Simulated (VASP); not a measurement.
# AgCl (Cmcm) in VASP: notebook

Runs on AgCl. Level: PBEsol. Tasks: single point.

Everything below comes from runs of VASP 6.6.1. Logs are shortened: lines on timing, memory, paths and dates and some standing lists are left out, and cuts for length are marked.

**1. The cell of the first run**

Symmetry: Cmcm, No. 63, orthorhombic system. Conventional cell: a = 3.181 Å, b = 11.113 Å, c = 3.924 Å, α = 90.00°, β = 90.00°, γ = 90.00°. Within 3.4 Å of Ag (site symmetry m2m) lie 7 Cl at 2.55 to 3.09 Å and 4 Ag at 3.02 to 3.18 Å. Within 3.4 Å of Cl (site symmetry m2m) lie 7 Ag at 2.55 to 3.09 Å and 2 Cl at 3.18 Å.

**2. Single point, PBEsol (strain -0.1500 x Voigt [1, 0, 0, 0, 0, 0])**

File INCAR:

```
SYSTEM = AgCl
PREC = Accurate ; ENCUT = 520
EDIFF = 1E-7 ; ISMEAR = 0
SIGMA = 0.03 ; LREAL = .FALSE.
LASPH = .TRUE. ; NELM = 80
ALGO = Normal ; ISIF = 2
LWAVE = .FALSE. ; LCHARG = .FALSE.
GGA = PS ; NBANDS = 26
```

File KPOINTS:

```
regular mesh
0
G
  10 10 10
  0 0 0
```

File POSCAR:

```
AgCl
1.0
    1.5902732475     -5.5565952358      0.0000000000
    1.5902732475      5.5565952358      0.0000000000
    0.0000000000      0.0000000000      3.9240373500
Ag Cl
2 2
Direct
    0.3965554000      0.6034446000      0.7500000000
    0.6034446000      0.3965554000      0.2500000000
    0.8654487300      0.1345512700      0.2500000000
    0.1345512700      0.8654487300      0.7500000000
```

Potentials or basis: VASP PAW PBE potentials, release 64 (Ag, Cl).

Run with:

```sh
$ cat potpaw_PBE.64/Ag/POTCAR potpaw_PBE.64/Cl/POTCAR > POTCAR
$ mpirun -np 1 vasp_std > vasp.out
```

OUTCAR:

```text
SYSTEM = AgCl
   PREC = Accurate
   ENCUT = 520
   EDIFF = 1E-7
   ISMEAR = 0
   LREAL = .FALSE.
   LASPH = .TRUE.
   NELM = 80
   ISIF = 2
   GGA = PS

 ion  position               nearest neighbor table
   1  0.397  0.603  0.750-   3 2.55   3 2.55   3 2.55   3 2.55   4 2.91   2 3.02   2 3.02   4 3.09
                             4 3.09
   2  0.603  0.397  0.250-   4 2.55   4 2.55   4 2.55   4 2.55   3 2.91   1 3.02   1 3.02   3 3.09
                             3 3.09
   3  0.865  0.135  0.250-   1 2.55   1 2.55   1 2.55   1 2.55   2 2.91   2 3.09   2 3.09
   4  0.135  0.865  0.750-   2 2.55   2 2.55   2 2.55   2 2.55   1 2.91   1 3.09   1 3.09

  LATTYP: Found a base centered orthorhombic cell.
 ALAT       =     3.1805464950
 B/A-ratio  =     3.4941135082
 C/A-ratio  =     1.2337619828

  Lattice vectors:

 A1 = (   1.5902732475,  -5.5565952358,   0.0000000000)
 A2 = (   1.5902732475,   5.5565952358,   0.0000000000)
 A3 = (   0.0000000000,   0.0000000000,   3.9240373500)

Analysis of symmetry for initial positions (statically):
=====================================================================
 Subroutine PRICEL returns:
 Original cell was already a primitive cell.

 Routine SETGRP: Setting up the symmetry group for a
 base centered orthorhombic supercell.

 Subroutine GETGRP returns: Found  8 space group operations
 (whereof  4 operations were pure point group operations)
 out of a pool of  8 trial point group operations.

The static configuration has the point symmetry C_2h.
 The point group associated with its full space group is D_2h.

Analysis of symmetry for dynamics (positions and initial velocities):
=====================================================================
 Subroutine PRICEL returns:
 Original cell was already a primitive cell.

 Routine SETGRP: Setting up the symmetry group for a
 base centered orthorhombic supercell.

 Subroutine GETGRP returns: Found  8 space group operations
 (whereof  4 operations were pure point group operations)
 out of a pool of  8 trial point group operations.

The dynamic configuration has the point symmetry C_2h.
 The point group associated with its full space group is D_2h.

 Subroutine INISYM returns: Found  8 space group operations
 (whereof  4 operations are pure point group operations),
 and found     1 'primitive' translations

----------------------------------------------------------------------------------------

                                     Primitive cell

  volume of cell :      69.3495

  direct lattice vectors                    reciprocal lattice vectors
     1.590273248 -5.556595236  0.000000000     0.314411376 -0.089983160  0.000000000
     1.590273248  5.556595236  0.000000000     0.314411376  0.089983160  0.000000000
     0.000000000  0.000000000  3.924037350     0.000000000  0.000000000  0.254839572

  length of vectors
     5.779681619  5.779681619  3.924037350     0.327034375  0.327034375  0.254839572

  position of ions in fractional coordinates (direct lattice)
     0.396555400  0.603444600  0.750000000
     0.603444600  0.396555400  0.250000000
     0.865448730  0.134551270  0.250000000
     0.134551270  0.865448730  0.750000000

  ion indices of the primitive-cell ions
   primitive index   ion index
                 1           1
                 2           2
                 3           3
                 4           4

----------------------------------------------------------------------------------------

 KPOINTS: regular mesh

Automatic generation of k-mesh.
 Grid dimensions read from file:
 generate k-points for:   10   10   10

 Generating k-lattice:

  Cartesian coordinates                     Fractional coordinates (reciprocal lattice)
     0.031441138 -0.008998316  0.000000000     0.100000000  0.000000000  0.000000000
     0.031441138  0.008998316  0.000000000     0.000000000  0.100000000  0.000000000
     0.000000000  0.000000000  0.025483957     0.000000000  0.000000000  0.100000000

  Length of vectors
     0.032703438  0.032703438  0.025483957

  Shift w.r.t. Gamma in fractional coordinates (k-lattice)
     0.000000000  0.000000000  0.000000000

 Subroutine IBZKPT returns following result:
 ===========================================

 Found    186 irreducible k-points:

 Following reciprocal coordinates:
            Coordinates               Weight
  0.000000  0.000000  0.000000      1.000000
  0.100000 -0.000000  0.000000      4.000000
  0.200000 -0.000000  0.000000      4.000000
  0.300000  0.000000  0.000000      4.000000
  0.400000  0.000000  0.000000      4.000000
  0.500000  0.000000  0.000000      2.000000
[... 16 lines left out ...]
  0.300000  0.300000  0.000000      2.000000
  0.400000  0.300000  0.000000      4.000000
 [... further k-points ...]
   k-points           NKPTS =    186   k-points in BZ     NKDIM =    186   number of bands    NBANDS=     26
   number of dos      NEDOS =    301   number of ions     NIONS =      4
   total plane-waves  NPLWV =  69120
   dimension x,y,z NGX =    48 NGY =   48 NGZ =   30
   dimension x,y,z NGXF=    96 NGYF=   96 NGZF=   60
   ions per type =               2   2
   NGX,Y,Z   is equivalent  to a cutoff of  13.81, 13.81, 12.71 a.u.
   NGXF,Y,Z  is equivalent  to a cutoff of  27.61, 27.61, 25.42 a.u.
 SYSTEM =  AgCl
   PREC   = accura    normal or accurate (medium, high low for compatibility)
   ISTART =      0    job   : 0-new  1-cont  2-samecut
   ICHARG =      2    charge: 1-file 2-atom 10-const
   ISPIN  =      1    spin polarized calculation?
   LNONCOLLINEAR =      F non collinear calculations
   LSORBIT =      F    spin-orbit coupling
   LASPH  =      T    aspherical Exc in radial PAW
   ENCUT  =  520.0 eV  38.22 Ry    6.18 a.u.  10.75 10.75  7.30*2*pi/ulx,y,z
   NELM   =     80;   NELMIN=  2; NELMDL= -5     # of ELM steps
   EDIFF  = 0.1E-06   stopping-criterion for ELM
   LREAL  =      F    real-space projection
   EDIFFG = 0.1E-05   stopping-criterion for IOM
   NSW    =      0    number of steps for IOM
   IBRION =     -1    ionic relax: 0-MD 1-quasi-New 2-CG
   NFREE  =      0    steps in history (QN), initial steepest desc. (CG)
   ISIF   =      2    stress and relaxation
   ISYM   =      2    0-nonsym 1-usesym 2-fastsym
   POTIM  = 0.5000    time-step for ionic-motion
   TEBEG  =    0.0;   TEEND  =   0.0 temperature during run
   PSTRESS=    0.0 pullay stress
   NELECT =      36.0000    total number of electrons
   NUPDOWN=      -1.0000    fix difference up-down
   EMIN   =  10.00;   EMAX   =-10.00  energy-range for DOS
   EFERMI =   0.00;   METHOD = LEGACY
   ISMEAR =     0;   SIGMA  =   0.03  broadening in eV -4-tet -1-fermi 0-gaus
   EFERMI_NEDOS =   21; number of points for ismear=-14 and -15
   IALGO  =     38    algorithm
   IMIX   =      4    mixing-type and parameters
     AMIX     =   0.40;   BMIX     =  1.00
     AMIX_MAG =   1.60;   BMIX_MAG =  1.00
  volume/ion in A,a.u.               =      17.34       117.00
  Fermi-wavevector in a.u.,A,eV,Ry     =   1.315713  2.486337 23.553050  1.731100
  Thomas-Fermi vector in A             =   2.445876
   LORBIT       =      0    0 simple, 1 ext, 2 COOP (PROOUT), +10 PAW based schemes
   GGA     = PS    functional components
   LHFCALC =     F    Hartree Fock is set to
   AEXX    =    0.0000 exact exchange contribution
   IVDW    =     0    specifies the selected vdW correction
   LEPSILON=     F    determine dielectric tensor
   LRPA    =     F    only Hartree local field effects (RPA)
 non-spin polarized calculation
 Gauss-broadening in eV      SIGMA  =   0.03
  energy-cutoff  :      520.00
  volume of cell :       69.35
 maximum number of plane-waves:      1902
 NGX is ok and might be reduce to    48
   NGX = 21   NGY = 21   NGZ = 15

 number of electron      36.0000005 magnetization

 Free energy of the ion-electron system (eV)
  ---------------------------------------------------
  ext. energy  EPLUGINS =         0.00000000
  ---------------------------------------------------
  free energy    TOTEN  =       -11.65551572 eV

  energy without entropy =      -11.65551571  energy(sigma->0) =      -11.65551572

 E-fermi :   6.9470     XC(G=0): -11.3643

 val. band max:        6.8447790289   @ k =   0.3000   0.2000   0.0000
 cond. band min:       7.0405047384   @ k =   0.0000   0.0000   0.0000
 fundamental gap:      0.1957257095
 Fermi energy:         6.9469509025

 k-point     1 :       0.0000    0.0000    0.0000
  band No.  band energies     occupation
      1      -9.9989      2.00000
      2      -9.2720      2.00000
      3       0.5378      2.00000
      4       1.5805      2.00000
      5       2.2183      2.00000
      6       2.2251      2.00000
[... 18 lines left out ...]
     25      17.7951      0.00000
     26      18.1029      0.00000

 k-point     2 :       0.1000   -0.0000    0.0000
  band No.  band energies     occupation
      1      -9.9211      2.00000
      2      -9.2209      2.00000
      3       0.5677      2.00000
      4       1.3201      2.00000
      5       2.0050      2.00000
      6       2.0721      2.00000
[... 18 lines left out ...]
     25      17.4836      0.00000
     26      17.4962      0.00000

 k-point     3 :       0.2000   -0.0000    0.0000
  band No.  band energies     occupation
      1      -9.7041      2.00000
      2      -9.0838      2.00000
      3       0.6496      2.00000
      4       0.8470      2.00000
      5       1.2412      2.00000
      6       1.4660      2.00000
[... 18 lines left out ...]
     25      16.9271      0.00000
     26      17.1868      0.00000

 k-point     4 :       0.3000    0.0000    0.0000
  band No.  band energies     occupation
      1      -9.4013      2.00000
      2      -8.9099      2.00000
      3       0.3401      2.00000
      4       0.4452      2.00000
      5       0.5702      2.00000
      6       0.7773      2.00000
[... 18 lines left out ...]
     25      16.4121      0.00000
     26      16.6657      0.00000
[... 496 lines left out ...]
      1      -9.9326      2.00000
      2      -9.3418      2.00000
      3       0.5845      2.00000
      4       1.6077      2.00000
      5       2.1679      2.00000
      6       2.2053      2.00000
[... 18 lines left out ...]
     25      16.4726      0.00000
     26      17.6933      0.00000

 k-point    23 :       0.3000    0.3000    0.0000
  band No.  band energies     occupation
      1      -8.9889      2.00000
      2      -8.8978      2.00000
      3      -0.5177      2.00000
      4      -0.0135      2.00000
      5       0.2406      2.00000
      6       0.5912      2.00000
[... 18 lines left out ...]
     25      15.2945      0.00000
     26      16.9058      0.00000

 k-point    24 :       0.4000    0.3000    0.0000
  band No.  band energies     occupation
      1      -9.2002      2.00000
      2      -9.1137      2.00000
      3       0.1078      2.00000
      4       0.5669      2.00000
      5       0.6730      2.00000
      6       0.8052      2.00000
[... 18 lines left out ...]
     25      16.3605      0.00000
     26      16.8641      0.00000

 [... further k-points ...]
[... 5 lines left out ...]
  --------------------------------------------------------------------------------------
  -------------------------------------------------------------------------------------
  Total        6.6371294      1.6683252      5.4091453      0.0000000     -0.0000000      0.0000000
  in kB      153.3370925     38.5431904    124.9670704      0.0000000     -0.0000000      0.0000000
  external PRESSURE =     105.6157844 kB  Pullay stress =       0.0000000 kB

 VOLUME and BASIS-vectors are now :
 -----------------------------------------------------------------------------
  energy-cutoff  :      520.00
  volume of cell :       69.35
      direct lattice vectors                 reciprocal lattice vectors
     1.590273248 -5.556595236  0.000000000     0.314411376 -0.089983160  0.000000000
     1.590273248  5.556595236  0.000000000     0.314411376  0.089983160  0.000000000
     0.000000000  0.000000000  3.924037350     0.000000000  0.000000000  0.254839572

 POSITION                                       TOTAL-FORCE (eV/Angst)
 -----------------------------------------------------------------------------------
      1.59027      1.14960      2.94303         0.000000     -0.156578      0.000000
      1.59027     -1.14960      0.98101         0.000000      0.156578      0.000000
      1.59027     -4.06130      0.98101         0.000000      0.156805     -0.000000
      1.59027      4.06130      2.94303         0.000000     -0.156805      0.000000
 -----------------------------------------------------------------------------------
    total drift:                                0.000000     -0.000000      0.000000

  FREE ENERGIE OF THE ION-ELECTRON SYSTEM (eV)
  ---------------------------------------------------
  free  energy   TOTEN  =       -11.6555157164 eV

  energy  without entropy=      -11.6555157143  energy(sigma->0) =      -11.65551572
```

It took 11 min on 1 thread of Oxide Virtual Turin-like, shared host; peak memory 0.41 GiB.

What came out:

```yaml
Free_energy: -11.6555 eV
Pressure: 10.6 GPa
Largest_force: 0.157 eV/Å
Band_gap_on_the_k_mesh: 0.20 eV (least direct gap 2.22 eV)
```

Forces on the atoms (eV/Å):
```
Ag   0.000 -0.157  0.000
Ag   0.000  0.157  0.000
Cl   0.000  0.157  0.000
Cl   0.000 -0.157  0.000
```

Caveat: the cell differs from its parent crystal (strain -0.1500 x Voigt [1, 0, 0, 0, 0, 0]); the cell stands under pressure; the PAW data sets were made with another functional, which shifts forces and pressure a little.

**3. Single point, PBEsol (strain -0.0750 x Voigt [1, 0, 0, 0, 0, 0])**

File INCAR:

```
PREC = Accurate ; ENCUT = 520
EDIFF = 1E-7 ; ISMEAR = 0
SIGMA = 0.03 ; LREAL = F
LASPH = T ; NELM = 100
ALGO = Normal ; ISIF = 2
LWAVE = F ; LCHARG = T
GGA = PS ; LELF = T
LVHAR = T ; NBANDS = 26
```

File KPOINTS:

```
Automatic mesh
0
Gamma
  10 10 10
```

POSCAR, as its differences from that of step 2:

```diff
@@ -2,4 +2,4 @@
 1.0
-    1.5902732475     -5.5565952358      0.0000000000
-    1.5902732475      5.5565952358      0.0000000000
+    1.7305914753     -5.5565952358      0.0000000000
+    1.7305914753      5.5565952358      0.0000000000
     0.0000000000      0.0000000000      3.9240373500
```

Potentials or basis: VASP PAW PBE potentials, release 64 (Ag, Cl).

Run with:

```sh
$ cat potpaw_PBE.64/Ag/POTCAR potpaw_PBE.64/Cl/POTCAR > POTCAR
$ mpirun -np 1 vasp_std > vasp.out
```

Run time: 8.4 min. Hardware: 1 thread of Oxide Virtual Turin-like, shared host; peak memory 0.42 GiB.

It converged, with:

```
Free energy            : -12.0071 eV
Pressure               : 2.1 GPa
Largest force          : 0.091 eV/Å
Band gap on the k mesh : 0.25 eV (least direct gap 2.05 eV)
```

Forces in eV/Å, atoms in the order of the input:
```
Ag   0.000 -0.091  0.000
Ag   0.000  0.091  0.000
Cl   0.000  0.015  0.000
Cl   0.000 -0.015  0.000
```

Stress tensor (GPa, compression positive):
```
3.90 0.00 0.00
0.00 0.20 0.00
0.00 0.00 2.19
```

Levels at points of the mesh, in eV from the valence-band top:
| k point | band 16 | band 17 | band 18 | band 19 | band 20 | band 21 |
| --- | --- | --- | --- | --- | --- | --- |
| (0.00, 0.00, 0.00) | -2.24 | -2.07 | -1.80 | 0.25 | 2.51 | 7.62 |
| (0.50, 0.00, 0.00) | -1.37 | -0.04 | -0.01 | 2.86 | 4.60 | 5.03 |
| (0.50, 0.50, 0.00) | -1.96 | -1.92 | -1.91 | 1.97 | 3.26 | 5.63 |
| (0.00, 0.00, 0.50) | -1.70 | -0.23 | -0.23 | 4.38 | 4.38 | 6.64 |
| (0.50, 0.00, 0.50) | -2.40 | -1.84 | -1.84 | 2.51 | 2.51 | 6.91 |
| (0.50, 0.50, 0.50) | -1.12 | -0.27 | -0.27 | 3.33 | 3.33 | 6.76 |

Caveat: the cell differs from its parent crystal (strain -0.0750 x Voigt [1, 0, 0, 0, 0, 0]); the PAW data sets were made with another functional, which shifts forces and pressure a little. A k mesh can miss the band edges.

**4. Single point, PBEsol (strain +0.0375 x Voigt [1, 0, 0, 0, 0, 0])**

File INCAR:

```
SYSTEM = AgCl
PREC = Accurate
ENCUT = 520
EDIFF = 1E-7
ISMEAR = 0
SIGMA = 0.03
LREAL = .FALSE.
LASPH = .TRUE.
NELM = 80
ALGO = Normal
ISIF = 2
LWAVE = .FALSE.
LCHARG = .FALSE.
GGA = PS
NBANDS = 26
```

File KPOINTS:

```
regular mesh
0
G
  10 10 10
  0 0 0
```

POSCAR, as its differences from that of step 3:

```diff
@@ -2,4 +2,4 @@
 1.0
-    1.7305914753     -5.5565952358      0.0000000000
-    1.7305914753      5.5565952358      0.0000000000
+    1.9410688169     -5.5565952358      0.0000000000
+    1.9410688169      5.5565952358      0.0000000000
     0.0000000000      0.0000000000      3.9240373500
```

Run with:

```sh
$ cat potpaw_PBE.64/Ag/POTCAR potpaw_PBE.64/Cl/POTCAR > POTCAR
$ mpirun -np 1 vasp_std > vasp.out
```

It took 5 min on 1 thread of Oxide Virtual Turin-like, shared host; peak memory 0.45 GiB.

Results (log left out):

* Free energy: -11.9316 eV
* Pressure: -4.7 GPa
* Largest force: 0.022 eV/Å
* Band gap on the k mesh: 0.32 eV (least direct gap 1.69 eV)

Forces on the atoms (eV/Å):
```
Ag   0.000  0.017  0.000
Ag   0.000 -0.017  0.000
Cl   0.000 -0.022  0.000
Cl   0.000  0.022  0.000
```

Stress tensor (GPa, compression positive):
```
-5.67  0.00  0.00
 0.00 -3.40  0.00
 0.00  0.00 -5.07
```

Levels at points of the mesh, in eV from the valence-band top:
| k point | band 14 | band 15 | band 16 | band 17 | band 18 | band 19 | band 20 | band 21 | band 22 | band 23 |
| --- | --- | --- | --- | --- | --- | --- | --- | --- | --- | --- |
| (0.00, 0.00, 0.00) | -2.13 | -2.03 | -1.58 | -1.52 | -1.37 | 0.32 | 3.19 | 7.51 | 8.28 | 9.73 |
| (0.50, 0.00, 0.00) | -1.85 | -1.15 | -0.92 | -0.08 | -0.01 | 3.01 | 5.14 | 5.88 | 6.91 | 7.23 |
| (0.50, 0.50, 0.00) | -2.27 | -1.85 | -1.56 | -1.54 | -1.31 | 1.91 | 3.59 | 6.50 | 8.31 | 8.75 |
| (0.00, 0.00, 0.50) | -2.17 | -1.16 | -1.16 | -0.07 | -0.07 | 4.15 | 4.15 | 6.63 | 6.63 | 7.88 |
| (0.50, 0.00, 0.50) | -1.99 | -1.96 | -1.96 | -1.36 | -1.36 | 2.79 | 2.79 | 7.30 | 7.30 | 8.86 |
| (0.50, 0.50, 0.50) | -1.70 | -0.64 | -0.64 | -0.11 | -0.11 | 3.52 | 3.52 | 6.63 | 6.63 | 8.38 |

Caveat: the cell differs from its parent crystal (strain +0.0375 x Voigt [1, 0, 0, 0, 0, 0]); the cell stands under tension; the PAW data sets were made with another functional, which shifts forces and pressure a little. A k mesh can miss the band edges.

**5. Summary**

| cell | gap on the mesh (eV) | pressure (GPa) | largest force (eV/Å) |
| --- | --- | --- | --- |
| a = 5.780, b = 5.780, c = 3.924 Å, angles 90.0, 90.0, 148.1°, 4 atoms | 0.20 | 10.6 | 0.16 |
| a = 5.820, b = 5.820, c = 3.924 Å, angles 90.0, 90.0, 145.4°, 4 atoms | 0.25 | 2.1 | 0.09 |
| a = 5.886, b = 5.886, c = 3.924 Å, angles 90.0, 90.0, 141.5°, 4 atoms | 0.32 | -4.7 | 0.02 |

Alike in all rows: task single point; level PBEsol; potentials or basis VASP PAW PBE potentials, release 64 (Ag, Cl); no spin polarisation; k mesh 10 × 10 × 10; cutoff (eV) 520; smearing gaussian 0.03 eV.

Caveats: the PAW data sets were made with another functional, which shifts forces and pressure a little; the cell stands under pressure (at least some runs); the cell stands under tension (at least some runs).

Absolute energies hang on the potentials; compare differences alone.
